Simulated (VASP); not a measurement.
# Mo (P6/mmm) in VASP: a series of runs

Runs on Mo. Level: PBE. Tasks: single point.

Everything below comes from runs of VASP 6.6.1. Logs are shortened: lines on timing, memory, paths and dates and some standing lists are left out, and cuts for length are marked.

### Step 1. The cell of the first run

It takes space group P6/mmm (No. 191, hexagonal). The conventional cell has a = 2.694 Å, b = 2.694 Å, c = 2.479 Å, α = 90.00°, β = 90.00°, γ = 120.00°. Within 3.3 Å of Mo (site symmetry 6/mmm) lie 8 Mo at 2.48 to 2.69 Å.

### Step 2. Single point, PBE (strain -0.015 along x and y, -0.030 along z)

INCAR reads:

```
SYSTEM = Mo
PREC     = Accurate       ! precision mode
ENCUT    = 520            ! plane-wave cutoff, eV
EDIFF    = 1E-6           ! SCF threshold, eV
ISMEAR   = 0              ! smearing method
SIGMA    = 0.15           ! smearing width, eV
LREAL    = .FALSE.        ! projectors in reciprocal space
LASPH    = .TRUE.         ! aspherical terms in the spheres
NELM     = 60             ! most SCF steps
ALGO     = Normal         ! electronic algorithm
ISIF     = 2              ! what is computed and relaxed
LWAVE    = .FALSE.        ! write WAVECAR
LCHARG   = .FALSE.        ! write CHGCAR
GGA      = PE             ! functional
NBANDS   = 13             ! bands
```

KPOINTS reads:

```
regular mesh
0
G
  21 21 18
  0 0 0
```

POSCAR reads:

```
Mo
1.0
    2.6944777412      0.0000000000      0.0000000000
   -1.3472388706      2.3334861739      0.0000000000
    0.0000000000      0.0000000000      2.4785252790
Mo
1
Direct
    0.0000000000      0.0000000000      0.5000000000
```

Potentials or basis: VASP PAW PBE potentials, release 64 (Mo_sv).

On the command line:

```sh
> cat potpaw_PBE.64/Mo_sv/POTCAR > POTCAR
> mpirun -np 1 vasp_std > vasp.out
```

OUTCAR:

```text
SYSTEM = Mo
   PREC = Accurate
   ENCUT = 520
   EDIFF = 1E-6
   ISMEAR = 0
   LREAL = .FALSE.
   LASPH = .TRUE.
   NELM = 60
   ISIF = 2
   GGA = PE

 ion  position               nearest neighbor table
   1  0.000  0.000  0.500-

  LATTYP: Found a hexagonal cell.
 ALAT       =     2.6944777412
 C/A-ratio  =     0.9198536849

  Lattice vectors:

 A1 = (   2.6944777412,   0.0000000000,   0.0000000000)
 A2 = (  -1.3472388706,   2.3334861739,   0.0000000000)
 A3 = (   0.0000000000,   0.0000000000,   2.4785252790)

Analysis of symmetry for initial positions (statically):
=====================================================================
 Subroutine PRICEL returns:
 Original cell was already a primitive cell.

 Routine SETGRP: Setting up the symmetry group for a
 hexagonal supercell.

 Subroutine GETGRP returns: Found 24 space group operations
 (whereof 24 operations were pure point group operations)
 out of a pool of 24 trial point group operations.

The static configuration has the point symmetry D_6h.

Analysis of symmetry for dynamics (positions and initial velocities):
=====================================================================
 Subroutine PRICEL returns:
 Original cell was already a primitive cell.

 Routine SETGRP: Setting up the symmetry group for a
 hexagonal supercell.

 Subroutine GETGRP returns: Found 24 space group operations
 (whereof 24 operations were pure point group operations)
 out of a pool of 24 trial point group operations.

The dynamic configuration has the point symmetry D_6h.

 Subroutine INISYM returns: Found 24 space group operations
 (whereof 24 operations are pure point group operations),
 and found     1 'primitive' translations

----------------------------------------------------------------------------------------

                                     Primitive cell

  volume of cell :      15.5838

  direct lattice vectors                    reciprocal lattice vectors
     2.694477741  0.000000000  0.000000000     0.371129434  0.214271679  0.000000000
    -1.347238871  2.333486174  0.000000000     0.000000000  0.428543358  0.000000000
     0.000000000  0.000000000  2.478525279     0.000000000  0.000000000  0.403465726

  length of vectors
     2.694477741  2.694477741  2.478525279     0.428543358  0.428543358  0.403465726

  position of ions in fractional coordinates (direct lattice)
     0.000000000  0.000000000  0.500000000

  ion indices of the primitive-cell ions
   primitive index   ion index
                 1           1

----------------------------------------------------------------------------------------

 KPOINTS: regular mesh

Automatic generation of k-mesh.
 Grid dimensions read from file:
 generate k-points for:   21   21   18

 Generating k-lattice:

  Cartesian coordinates                     Fractional coordinates (reciprocal lattice)
     0.017672830  0.010203413  0.000000000     0.047619048  0.000000000  0.000000000
     0.000000000  0.020406827  0.000000000     0.000000000  0.047619048  0.000000000
     0.000000000  0.000000000  0.022414763     0.000000000  0.000000000  0.055555556

  Length of vectors
     0.020406827  0.020406827  0.022414763

  Shift w.r.t. Gamma in fractional coordinates (k-lattice)
     0.000000000  0.000000000  0.000000000

 Subroutine IBZKPT returns following result:
 ===========================================

 Found    480 irreducible k-points:

 Following reciprocal coordinates:
            Coordinates               Weight
  0.000000  0.000000  0.000000      1.000000
  0.047619  0.000000  0.000000      6.000000
  0.095238 -0.000000  0.000000      6.000000
  0.142857 -0.000000  0.000000      6.000000
  0.190476 -0.000000  0.000000      6.000000
  0.238095  0.000000  0.000000      6.000000
[... 16 lines left out ...]
  0.142857  0.095238  0.000000     12.000000
  0.190476  0.095238  0.000000     12.000000
 [... further k-points ...]
   k-points           NKPTS =    480   k-points in BZ     NKDIM =    480   number of bands    NBANDS=     13
   number of dos      NEDOS =    301   number of ions     NIONS =      1
   total plane-waves  NPLWV =   7200
   dimension x,y,z NGX =    20 NGY =   20 NGZ =   18
   dimension x,y,z NGXF=    40 NGYF=   40 NGZF=   36
   ions per type =               1
   NGX,Y,Z   is equivalent  to a cutoff of  12.34, 12.34, 12.07 a.u.
   NGXF,Y,Z  is equivalent  to a cutoff of  24.68, 24.68, 24.15 a.u.
 SYSTEM =  Mo
   PREC   = accura    normal or accurate (medium, high low for compatibility)
   ISTART =      0    job   : 0-new  1-cont  2-samecut
   ICHARG =      2    charge: 1-file 2-atom 10-const
   ISPIN  =      1    spin polarized calculation?
   LNONCOLLINEAR =      F non collinear calculations
   LSORBIT =      F    spin-orbit coupling
   LASPH  =      T    aspherical Exc in radial PAW
   ENCUT  =  520.0 eV  38.22 Ry    6.18 a.u.   5.01  5.01  4.61*2*pi/ulx,y,z
   NELM   =     60;   NELMIN=  2; NELMDL= -5     # of ELM steps
   EDIFF  = 0.1E-05   stopping-criterion for ELM
   LREAL  =      F    real-space projection
   EDIFFG = 0.1E-04   stopping-criterion for IOM
   NSW    =      0    number of steps for IOM
   IBRION =     -1    ionic relax: 0-MD 1-quasi-New 2-CG
   NFREE  =      0    steps in history (QN), initial steepest desc. (CG)
   ISIF   =      2    stress and relaxation
   ISYM   =      2    0-nonsym 1-usesym 2-fastsym
   POTIM  = 0.5000    time-step for ionic-motion
   TEBEG  =    0.0;   TEEND  =   0.0 temperature during run
   PSTRESS=    0.0 pullay stress
   NELECT =      14.0000    total number of electrons
   NUPDOWN=      -1.0000    fix difference up-down
   EMIN   =  10.00;   EMAX   =-10.00  energy-range for DOS
   EFERMI =   0.00;   METHOD = LEGACY
   ISMEAR =     0;   SIGMA  =   0.15  broadening in eV -4-tet -1-fermi 0-gaus
   EFERMI_NEDOS =   21; number of points for ismear=-14 and -15
   IALGO  =     38    algorithm
   IMIX   =      4    mixing-type and parameters
     AMIX     =   0.40;   BMIX     =  1.00
     AMIX_MAG =   1.60;   BMIX_MAG =  1.00
  volume/ion in A,a.u.               =      15.58       105.16
  Fermi-wavevector in a.u.,A,eV,Ry     =   1.579646  2.985098 33.950367  2.495282
  Thomas-Fermi vector in A             =   2.679994
   LORBIT       =      0    0 simple, 1 ext, 2 COOP (PROOUT), +10 PAW based schemes
   GGA     = PE    functional components
   LHFCALC =     F    Hartree Fock is set to
   AEXX    =    0.0000 exact exchange contribution
   IVDW    =     0    specifies the selected vdW correction
   LEPSILON=     F    determine dielectric tensor
   LRPA    =     F    only Hartree local field effects (RPA)
 non-spin polarized calculation
 Gauss-broadening in eV      SIGMA  =   0.15
  energy-cutoff  :      520.00
  volume of cell :       15.58
 maximum number of plane-waves:       435
 NGX is ok and might be reduce to    20
   NGX =  9   NGY =  9   NGZ =  9

 number of electron      13.9999998 magnetization

 Free energy of the ion-electron system (eV)
  ---------------------------------------------------
  ext. energy  EPLUGINS =         0.00000000
  ---------------------------------------------------
  free energy    TOTEN  =        -9.99393418 eV

  energy without entropy =       -9.98409669  energy(sigma->0) =       -9.98901543

 E-fermi :  12.4793     XC(G=0): -13.3126

 val. band max:       12.4767336258   @ k =   0.3333   0.1429   0.2778
 cond. band min:      12.4843333932   @ k =   0.3333   0.3333   0.5000
 fundamental gap:      0.0075997675
 Fermi energy:        12.4793483682

 k-point     1 :       0.0000    0.0000    0.0000
  band No.  band energies     occupation
      1     -48.5595      2.00000
      2     -21.7287      2.00000
      3     -21.7287      2.00000
      4     -21.5252      2.00000
      5       5.5441      2.00000
      6       7.8253      2.00000
      7      11.4622      2.00000
      8      11.4622      2.00000
      9      17.0503      0.00000
     10      17.0503      0.00000
     11      25.4245      0.00000
     12      29.2407      0.00000
     13      33.6211      0.00000

 k-point     2 :       0.0476    0.0000    0.0000
  band No.  band energies     occupation
      1     -48.5537      2.00000
      2     -21.7668      2.00000
      3     -21.7371      2.00000
      4     -21.5214      2.00000
      5       5.6399      2.00000
      6       7.8646      2.00000
      7      11.3636      2.00000
      8      11.5495      2.00000
      9      16.9465      0.00000
     10      17.0335      0.00000
     11      25.6494      0.00000
     12      29.4302      0.00000
     13      33.0947      0.00000

 k-point     3 :       0.0952   -0.0000    0.0000
  band No.  band energies     occupation
      1     -48.5366      2.00000
      2     -21.8767      2.00000
      3     -21.7616      2.00000
      4     -21.5101      2.00000
      5       5.9151      2.00000
      6       7.9807      2.00000
      7      11.1013      2.00000
      8      11.8089      2.00000
      9      16.6583      0.00000
     10      16.9847      0.00000
     11      26.2802      0.00000
     12      29.9705      0.00000
     13      31.9496      0.00000
[... 305 lines left out ...]
 k-point    23 :       0.1429    0.0952    0.0000
  band No.  band energies     occupation
      1     -48.4615      2.00000
      2     -22.3218      2.00000
      3     -21.8893      2.00000
      4     -21.4605      2.00000
      5       7.0483      2.00000
      6       8.5269      2.00000
      7      10.1969      2.00000
      8      13.1766      0.00000
      9      15.6252      0.00000
     10      16.7215      0.00000
     11      28.0909      0.00000
     12      29.0379      0.00000
     13      31.6289      0.00000

 k-point    24 :       0.1905    0.0952    0.0000
  band No.  band energies     occupation
      1     -48.4241      2.00000
      2     -22.5316      2.00000
      3     -21.9542      2.00000
      4     -21.4360      2.00000
      5       7.5191      2.00000
      6       8.7123      2.00000
      7      10.0969      2.00000
      8      13.9467      0.00000
      9      15.1935      0.00000
     10      16.5888      0.00000
     11      27.3249      0.00000
     12      28.6669      0.00000
     13      31.9404      0.00000

 [... further k-points ...]
[... 5 lines left out ...]
  --------------------------------------------------------------------------------------
  -------------------------------------------------------------------------------------
  Total        1.9821592      1.9821592      1.6193815      0.0000000     -0.0000000      0.0000000
  in kB      203.7867468    203.7867468    166.4893981      0.0000000     -0.0000000      0.0000000
  external PRESSURE =     191.3542972 kB  Pullay stress =       0.0000000 kB

 VOLUME and BASIS-vectors are now :
 -----------------------------------------------------------------------------
  energy-cutoff  :      520.00
  volume of cell :       15.58
      direct lattice vectors                 reciprocal lattice vectors
     2.694477741  0.000000000  0.000000000     0.371129434  0.214271679  0.000000000
    -1.347238871  2.333486174  0.000000000     0.000000000  0.428543358  0.000000000
     0.000000000  0.000000000  2.478525279     0.000000000  0.000000000  0.403465726

 POSITION                                       TOTAL-FORCE (eV/Angst)
 -----------------------------------------------------------------------------------
      0.00000      0.00000      1.23926         0.000000      0.000000      0.000000
 -----------------------------------------------------------------------------------
    total drift:                               -0.000000      0.000000      0.000000

  FREE ENERGIE OF THE ION-ELECTRON SYSTEM (eV)
  ---------------------------------------------------
  free  energy   TOTEN  =        -9.9939341824 eV

  energy  without entropy=       -9.9840966856  energy(sigma->0) =       -9.98901543
```

Run time: 34 s. Hardware: 1 thread of Intel Xeon Platinum 8559C (Emerald Rapids), shared host; peak memory 0.19 GiB.

What came out:

| Property | Result |
| --- | --- |
| Free energy | -9.9939 eV |
| Pressure | 19.1 GPa |
| Band gap on the k mesh | zero (band 7 reaches 13.60 eV, above the bottom of band 8 at 11.46 eV) |

Caveat: the cell differs from its parent crystal (strain -0.015 along x and y, -0.030 along z).

### Step 3. Single point, PBE (strain -0.030 along x and y, +0.015 along z)

INCAR reads:

```
SYSTEM = Mo
PREC     = Accurate       ! precision mode
ENCUT    = 520            ! plane-wave cutoff, eV
EDIFF    = 1E-6           ! SCF threshold, eV
ISMEAR   = 0              ! smearing method
SIGMA    = 0.15           ! smearing width, eV
LREAL    = .False.        ! projectors in reciprocal space
LASPH    = .True.         ! aspherical terms in the spheres
NELM     = 80             ! most SCF steps
ALGO     = Fast           ! electronic algorithm
ISIF     = 2              ! what is computed and relaxed
LWAVE    = .False.        ! write WAVECAR
LCHARG   = .False.        ! write CHGCAR
GGA      = PE             ! functional
NBANDS   = 13             ! bands
```

KPOINTS reads:

```
Automatic mesh
0
Gamma
  21 21 18
  0 0 0
```

POSCAR reads:

```
Mo
1.0
    2.6534450853      0.0000000000      0.0000000000
   -1.3267225426      2.2979508514      0.0000000000
    0.0000000000      0.0000000000      2.5935084105
Mo
1
Direct
    0.0000000000      0.0000000000      0.5000000000
```

Potentials or basis: VASP PAW PBE potentials, release 64 (Mo_sv).

On the command line:

```sh
> cat potpaw_PBE.64/Mo_sv/POTCAR > POTCAR
> mpirun -np 1 vasp_std > vasp.out
```

It took 41 s on 1 thread of Intel Xeon Platinum 8559C (Emerald Rapids), shared host; peak memory 0.2 GiB.

Results (log left out):

- Free energy: -9.9612 eV
- Pressure: 16.5 GPa
- Band gap on the k mesh: zero (band 7 reaches 13.19 eV, above the bottom of band 8 at 11.37 eV)

Stress tensor (GPa, compression positive):
```
24.92  0.00  0.00
 0.00 24.92  0.00
 0.00  0.00 -0.25
```

Levels at points of the mesh, in eV from the Fermi level:
| k point | band 3 | band 4 | band 5 | band 6 | band 7 | band 8 | band 9 | band 10 | band 11 | band 12 |
| --- | --- | --- | --- | --- | --- | --- | --- | --- | --- | --- |
| (0.00, 0.00, 0.00) | -34.21 | -34.21 | -7.02 | -4.62 | -1.02 | -1.02 | 4.16 | 4.16 | 13.26 | 14.94 |
| (0.00, 0.00, 0.50) | -34.07 | -34.07 | -4.18 | -0.38 | -0.33 | -0.33 | 1.26 | 1.26 | 9.53 | 15.99 |

Caveat: the cell differs from its parent crystal (strain -0.030 along x and y, +0.015 along z).

### Step 4. Single point, PBE (strain -0.015 along x and y, -0.015 along z)

INCAR reads:

```
  PREC = Accurate
  ENCUT = 520
  EDIFF = 1E-7
  ISMEAR = 0
  SIGMA = 0.15
  LREAL = False
  LASPH = True
  NELM = 60
  ALGO = Normal
  ISIF = 2
  LWAVE = False
  LCHARG = False
  GGA = PE
  NBANDS = 13
```

KPOINTS reads:

```
Automatic mesh
0
Gamma
  21 21 18
```

POSCAR reads:

```
Mo
1.0
    2.6944777412      0.0000000000      0.0000000000
   -1.3472388706      2.3334861739      0.0000000000
    0.0000000000      0.0000000000      2.5168529895
Mo
1
Direct
    0.0000000000      0.0000000000      0.5000000000
```

On the command line:

```sh
> cat potpaw_PBE.64/Mo_sv/POTCAR > POTCAR
> mpirun -np 1 vasp_std > vasp.out
```

It took 39 s on 1 thread of Intel Xeon Platinum 8559C (Emerald Rapids), shared host; peak memory 0.2 GiB.

It converged, with:

| Quantity | Value |
| --- | --- |
| Free energy | -10.0131 eV |
| Pressure | 15.0 GPa |
| Band gap on the k mesh | zero (band 7 reaches 13.30 eV, above the bottom of band 8 at 11.28 eV) |

Stress tensor (GPa, compression positive):
```
18.08  0.00  0.00
 0.00 18.08  0.00
 0.00  0.00  8.94
```

Levels at points of the mesh, in eV from the Fermi level:
```csv
k point,band 3,band 4,band 5,band 6,band 7,band 8,band 9,band 10,band 11,band 12
"(0.00, 0.00, 0.00)",-34.23,-34.15,-6.92,-4.57,-0.99,-0.99,4.39,4.39,13.03,16.19
"(0.00, 0.00, 0.50)",-34.05,-34.05,-3.80,-0.11,-0.11,0.08,0.85,0.85,10.69,16.22
```

Caveat: the cell differs from its parent crystal (strain -0.015 along x and y, -0.015 along z).

### Step 5. Single point, PBE (strain -0.030 along x and y, +0.030 along z)

INCAR reads:

```
SYSTEM = Mo
ALGO = Normal
EDIFF = 1E-6
ENCUT = 520
GGA = PE
ISIF = 2
ISMEAR = 0
LASPH = .True.
LCHARG = .False.
LREAL = .False.
LWAVE = .False.
NBANDS = 13
NELM = 80
PREC = Accurate
SIGMA = 0.15
```

KPOINTS reads:

```
k-points
0
Gamma
  21 21 18
  0 0 0
```

POSCAR reads:

```
Mo
1.0
    2.6534450853      0.0000000000      0.0000000000
   -1.3267225426      2.2979508514      0.0000000000
    0.0000000000      0.0000000000      2.6318361210
Mo
1
Direct
    0.0000000000      0.0000000000      0.5000000000
```

On the command line:

```sh
> cat potpaw_PBE.64/Mo_sv/POTCAR > POTCAR
> mpirun -np 1 vasp_std > vasp.out
```

Wall time 34 s (1 thread of Intel Xeon Platinum 8559C (Emerald Rapids), shared host); peak memory 0.2 GiB.

Results (log left out):

| Item | Value |
| --- | --- |
| Free energy | -9.9566 eV |
| Pressure | 13.3 GPa |
| Band gap on the k mesh | zero (band 7 reaches 13.06 eV, above the bottom of band 8 at 11.18 eV) |

Stress tensor (GPa, compression positive):
```
22.96  0.00  0.00
 0.00 22.96  0.00
 0.00  0.00 -6.03
```

Levels at points of the mesh, in eV from the Fermi level:
```tsv
k point	band 4	band 5	band 6	band 7	band 8	band 9	band 10	band 11
(0.00, 0.00, 0.00)	-34.24	-7.01	-4.56	-1.02	-1.02	4.00	4.00	13.32
(0.00, 0.00, 0.50)	-34.13	-4.28	-0.54	-0.39	-0.39	1.36	1.36	8.96
```

Caveat: the cell differs from its parent crystal (strain -0.030 along x and y, +0.030 along z).

### Step 6. Single point, PBE (strain +0.000 along x and y, -0.030 along z)

INCAR reads:

```
  ALGO = Fast
  EDIFF = 1E-7
  ENCUT = 520
  GGA = PE
  ISIF = 2
  ISMEAR = 0
  LASPH = True
  LCHARG = True
  LELF = True
  LREAL = False
  LVHAR = True
  LWAVE = False
  NBANDS = 13
  NELM = 80
  PREC = Accurate
  SIGMA = 0.15
```

KPOINTS reads:

```
k-points
0
Gamma
  21 21 18
```

POSCAR reads:

```
Mo
1.0
    2.7355103972      0.0000000000      0.0000000000
   -1.3677551986      2.3690214963      0.0000000000
    0.0000000000      0.0000000000      2.4785252790
Mo
1
Direct
    0.0000000000      0.0000000000      0.5000000000
```

Potentials or basis: VASP PAW PBE potentials, release 64 (Mo_sv).

On the command line:

```sh
> cat potpaw_PBE.64/Mo_sv/POTCAR > POTCAR
> mpirun -np 1 vasp_std > vasp.out
```

Run time: 45 s. Hardware: 1 thread of Intel Xeon Platinum 8559C (Emerald Rapids), shared host; peak memory 0.2 GiB.

It converged, with:

```
Free energy            : -10.0398 eV
Pressure               : 11.1 GPa
Band gap on the k mesh : zero (band 7 reaches 12.96 eV, above the bottom of band 8 at 11.01 eV)
```

Stress tensor (GPa, compression positive):
```
10.51  0.00  0.00
 0.00 10.51  0.00
 0.00  0.00 12.32
```

Levels at points of the mesh, in eV from the Fermi level:
| k point | band 4 | band 5 | band 6 | band 7 | band 8 | band 9 | band 10 | band 11 |
| --- | --- | --- | --- | --- | --- | --- | --- | --- |
| (0.00, 0.00, 0.00) | -33.97 | -6.81 | -4.49 | -0.96 | -0.96 | 4.48 | 4.48 | 12.85 |
| (0.00, 0.00, 0.50) | -34.06 | -3.51 | 0.03 | 0.03 | 0.36 | 0.55 | 0.55 | 11.27 |

Caveat: the cell differs from its parent crystal (strain +0.000 along x and y, -0.030 along z).

### Step 7. The runs side by side

```tsv
cell	gap on the mesh (eV)	pressure (GPa)
a = 2.694, b = 2.694, c = 2.479 Å, angles 90.0, 90.0, 120.0°, 1 atom	none	19.1
a = 2.653, b = 2.653, c = 2.594 Å, angles 90.0, 90.0, 120.0°, 1 atom	none	16.5
a = 2.694, b = 2.694, c = 2.517 Å, angles 90.0, 90.0, 120.0°, 1 atom	none	15.0
a = 2.653, b = 2.653, c = 2.632 Å, angles 90.0, 90.0, 120.0°, 1 atom	none	13.3
a = 2.736, b = 2.736, c = 2.479 Å, angles 90.0, 90.0, 120.0°, 1 atom	none	11.1
```

Alike in all rows: task single point; level PBE; potentials or basis VASP PAW PBE potentials, release 64 (Mo_sv); no spin polarisation; k mesh 21 × 21 × 18; cutoff (eV) 520; smearing gaussian 0.15 eV.

Total energies depend on the potentials used, so only differences within one code and one set of settings carry meaning.
